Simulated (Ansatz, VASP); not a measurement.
## BaTiO3 in VASP and in Ansatz

Contents of INCAR:

```
SYSTEM = BaTiO3
PREC     = Accurate       ! precision mode
ENCUT    = 520            ! plane-wave cutoff, eV
EDIFF    = 1E-8           ! SCF threshold, eV
ISMEAR   = -1             ! smearing method
SIGMA    = 0.05           ! smearing width, eV
LREAL    = .False.        ! projectors in reciprocal space
LASPH    = .True.         ! aspherical terms in the spheres
NELM     = 100            ! most SCF steps
ALGO     = Normal         ! electronic algorithm
ISIF     = 2              ! what is computed and relaxed
LWAVE    = .False.        ! write WAVECAR
LCHARG   = .False.        ! write CHGCAR
GGA      = PE             ! functional
LEFG     = .True.       
NBANDS   = 28             ! bands
```

Contents of KPOINTS:

```
Automatic mesh
0
Gamma
  8 8 8
  0 0 0
```

File POSCAR:

```
BaTiO3
1.0
    4.0073000000     -0.0400730000     -0.0400730000
   -0.0400730000      4.0073000000     -0.0400730000
   -0.0400730000     -0.0400730000      4.0073000000
Ba Ti O
1 1 3
Direct
    0.5000000000      0.5000000000      0.5000000000
    0.0000000000      0.0000000000      0.0000000000
    0.5000000000      0.0000000000      0.0000000000
    0.0000000000      0.5000000000      0.0000000000
    0.0000000000      0.0000000000      0.5000000000
```

Input for Ansatz:

```yaml
crystal:
  lattice:
    - [4.0073, -0.040073, -0.040073]
    - [-0.040073, 4.0073, -0.040073]
    - [-0.040073, -0.040073, 4.0073]
  atoms:
    - { symbol: Ba, position: [0.5, 0.5, 0.5] }
    - { symbol: Ti, position: [0.0, 0.0, 0.0] }
    - { symbol: O, position: [0.5, 0.0, 0.0] }
    - { symbol: O, position: [0.0, 0.5, 0.0] }
    - { symbol: O, position: [0.0, 0.0, 0.5] }
kpoints:
  mp_grid: { grid: [8, 8, 8] }
scf:
  occupations: { method: fermi_dirac, width: 0.05 }
hamiltonian:
  xc: pbe
  pseudopotentials: { kind: all_electron, datasets: crystal }
output:
  forces: true
  stress: true
  eigenvalues: true
  efg: { contact_densities: true }
```

Change from the starting cell: equal xy, yz and zx shear strains of -2 %, crystal datasets.

Alike in both runs: task electric field gradients; functional PBE; k mesh 8 × 8 × 8; occupations fermi-dirac, width 0.05 eV; no spin polarisation.

|  | VASP | Ansatz |
| --- | --- | --- |
| version | VASP 6.6.1 | Ansatz 0.2.0 |
| potentials or method | VASP PAW PBE potentials, release 64 (Ba_sv, Ti_sv, O), cutoff 520 eV | all-electron PAW with datasets made for the crystal, scalar-relativistic |

|  | VASP | Ansatz | Ansatz less VASP |
| --- | --- | --- | --- |
| pressure (GPa) | 3.4 | 1.6 | -1.76 |
| traceless stress, the component that is largest in VASP (GPa) | 2.52 | 2.45 | -0.072 |
| size of Vzz on the site where it differs most (V/Å²) | 24.3 | 22.3 | -1.97 |

Ansatz ran all-electron here, and VASP with PAW potentials.

Spin-orbit coupling is off throughout.
